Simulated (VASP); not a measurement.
# Zn2SiN2 (P6/mmm) in VASP: a series of runs, part 2 of 2

VASP 6.6.1.

## 4. Single point, PBE

This run uses another cell than the first one, of 19.91 Å³/atom.

Input file INCAR:

```
PREC = Accurate
ENCUT = 520
EDIFF = 1E-6
ISMEAR = 0
SIGMA = 0.1
LREAL = False
LASPH = True
NELM = 60
ALGO = Normal
ISIF = 2
LWAVE = False
LCHARG = False
GGA = PE
NBANDS = 27
```

Input file KPOINTS:

```
Automatic mesh
0
Gamma
  18 18 4
```

Input file POSCAR:

```
Zn2SiN2
1.0
    2.7877789676      0.0000000000      0.0000000000
   -1.3938894838      2.4142874061      0.0000000000
    0.0000000000      0.0000000000     14.7878247123
Zn Si N
2 1 2
Direct
    0.0000000000      0.0000000000      0.8253488519
    0.0000000000      0.0000000000      0.1746511481
    0.0000000000      0.0000000000      0.0000000000
    0.0000000000      0.0000000000      0.4628055121
    0.0000000000      0.0000000000      0.5371944879
```

Potentials or basis: VASP PAW PBE potentials, release 64 (Zn, Si, N).

The run is started by

```
$ cat potpaw_PBE.64/Zn/POTCAR potpaw_PBE.64/Si/POTCAR potpaw_PBE.64/N/POTCAR > POTCAR
$ mpirun -np 1 vasp_std > vasp.out
```

OUTCAR:

```text
PREC = Accurate
   ENCUT = 520
   EDIFF = 1E-6
   ISMEAR = 0
   LREAL = False
   LASPH = True
   NELM = 60
   ISIF = 2
   GGA = PE

 ion  position               nearest neighbor table
   1  0.000  0.000  0.825-   3 2.58
   2  0.000  0.000  0.175-   3 2.58
   3  0.000  0.000  0.000-   1 2.58   2 2.58
   4  0.000  0.000  0.463-   5 1.10
   5  0.000  0.000  0.537-   4 1.10

  LATTYP: Found a hexagonal cell.
 ALAT       =     2.7877789676
[... 922 lines left out ...]
  --------------------------------------------------------------------------------------
  -------------------------------------------------------------------------------------
  Total       -0.0114338     -0.0114338      1.9772270      0.0000000     -0.0000000      0.0000000
  in kB       -0.1840556     -0.1840556     31.8284513      0.0000000     -0.0000000      0.0000000
  external PRESSURE =      10.4867800 kB  Pullay stress =       0.0000000 kB

 VOLUME and BASIS-vectors are now :
 -----------------------------------------------------------------------------
  energy-cutoff  :      520.00
  volume of cell :       99.53
      direct lattice vectors                 reciprocal lattice vectors
     2.787778968  0.000000000  0.000000000     0.358708496  0.207100447  0.000000000
    -1.393889484  2.414287406  0.000000000     0.000000000  0.414200893  0.000000000
     0.000000000  0.000000000 14.787824712     0.000000000  0.000000000  0.067623198

 POSITION                                       TOTAL-FORCE (eV/Angst)
 -----------------------------------------------------------------------------------
      0.00000      0.00000     12.20511        -0.000000     -0.000000     -0.007261
      0.00000      0.00000      2.58271         0.000000      0.000000      0.007261
      0.00000      0.00000      0.00000        -0.000000      0.000000      0.000000
      0.00000      0.00000      6.84389        -0.000000      0.000000     -1.836542
      0.00000      0.00000      7.94394        -0.000000     -0.000000      1.836542
 -----------------------------------------------------------------------------------
    total drift:                                0.000000      0.000000      0.000000

  FREE ENERGIE OF THE ION-ELECTRON SYSTEM (eV)
  ---------------------------------------------------
  free  energy   TOTEN  =       -22.5903901925 eV

  energy  without entropy=      -22.5815879974  energy(sigma->0) =      -22.58598909
```

OSZICAR:

```text
N       E                     dE             d eps       ncg     rms          rms(c)
DAV:   1     0.270215829319E+03    0.27022E+03   -0.17757E+04  5994   0.156E+03
DAV:   2     0.638358684700E+01   -0.26383E+03   -0.25099E+03  6611   0.351E+02
DAV:   3    -0.234501881977E+02   -0.29834E+02   -0.29558E+02  7447   0.120E+02
DAV:   4    -0.241526909681E+02   -0.70250E+00   -0.69631E+00  6757   0.186E+01
DAV:   5    -0.241623733116E+02   -0.96823E-02   -0.96709E-02  7150   0.201E+00    0.902E+00
DAV:   6    -0.227708858987E+02    0.13915E+01   -0.67830E+00  7301   0.240E+01    0.548E+00
DAV:   7    -0.226319476039E+02    0.13894E+00   -0.47954E-01  6854   0.771E+00    0.257E+00
DAV:   8    -0.225980328274E+02    0.33915E-01   -0.10286E-01  6981   0.262E+00    0.537E-01
DAV:   9    -0.225926628450E+02    0.53700E-02   -0.20066E-02  7092   0.793E-01    0.140E-01
DAV:  10    -0.225912798308E+02    0.13830E-02   -0.25693E-03  7012   0.261E-01    0.122E-01
DAV:  11    -0.225910817967E+02    0.19803E-03   -0.64820E-03  7518   0.266E-01    0.122E-01
DAV:  12    -0.225904711510E+02    0.61065E-03   -0.38244E-03  7192   0.165E-01    0.360E-02
DAV:  13    -0.225903860840E+02    0.85067E-04   -0.31201E-04  6621   0.574E-02    0.104E-02
DAV:  14    -0.225903991091E+02   -0.13025E-04   -0.41328E-05  6802   0.296E-02    0.106E-02
DAV:  15    -0.225903909961E+02    0.81130E-05   -0.39167E-05  6809   0.218E-02    0.324E-03
DAV:  16    -0.225903901925E+02    0.80355E-06   -0.11378E-06  4547   0.521E-03
   1 F= -.22590390E+02 E0= -.22585989E+02  d E =-.880220E-02
```

Wall time 3.1 min (1 thread of AMD EPYC 9R45 (Zen 5), shared host); peak memory 0.39 GiB.

What came out:

| Item | Value |
| --- | --- |
| Free energy | -22.5904 eV |
| Pressure | 1.0 GPa |
| Largest force | 1.837 eV/Å |
| Band gap on the k mesh | zero (bands 19 and 20 overlap by 0.48 eV) |

Forces on the atoms (eV/Å):
```
Zn   0.000  0.000 -0.007
Zn   0.000  0.000  0.007
Si   0.000  0.000  0.000
N    0.000  0.000 -1.837
N    0.000  0.000  1.837
```

Caveat: the standard files for N, O and F lose accuracy on very short bonds; forces of over 1 eV/Å act on the atoms, so gaps and moduli don't describe the material at rest.

## 5. Overview

```tsv
spin	cell	k mesh	gap on the mesh (eV)	pressure (GPa)	moment (μB)	largest force (eV/Å)
collinear, ferromagnetic start	a = 2.764, b = 2.764, c = 13.748 Å, angles 90.0, 90.0, 120.0°, 5 atoms, atomic positions A	6 × 6 × 2	none	1.2	0.00	1.85
collinear, ferromagnetic start	a = 3.580, b = 3.580, c = 7.143 Å, angles 90.0, 90.0, 120.0°, 5 atoms, atomic positions B	6 × 6 × 4	none	127.1	0.00	30.52
off	a = 2.788, b = 2.788, c = 14.788 Å, angles 90.0, 90.0, 120.0°, 5 atoms, atomic positions C	18 × 18 × 4	none	1.0	-	1.84
```

Alike in all rows: task single point; level PBE; potentials or basis VASP PAW PBE potentials, release 64 (Zn, Si, N); cutoff (eV) 520; smearing gaussian 0.1 eV.

Caveats: some runs use coarse meshes; forces of over 1 eV/Å act on the atoms, so gaps and moduli don't describe the material at rest; the standard files for N, O and F lose accuracy on very short bonds (at least some runs); atoms lie so close that the PAW spheres overlap strongly, which falsifies energies and pressures (at least some runs); the stress differs along the axes, from 1 to 380 GPa (at least some runs).

Total energies depend on the potentials used, so only differences within one code and one set of settings carry meaning.
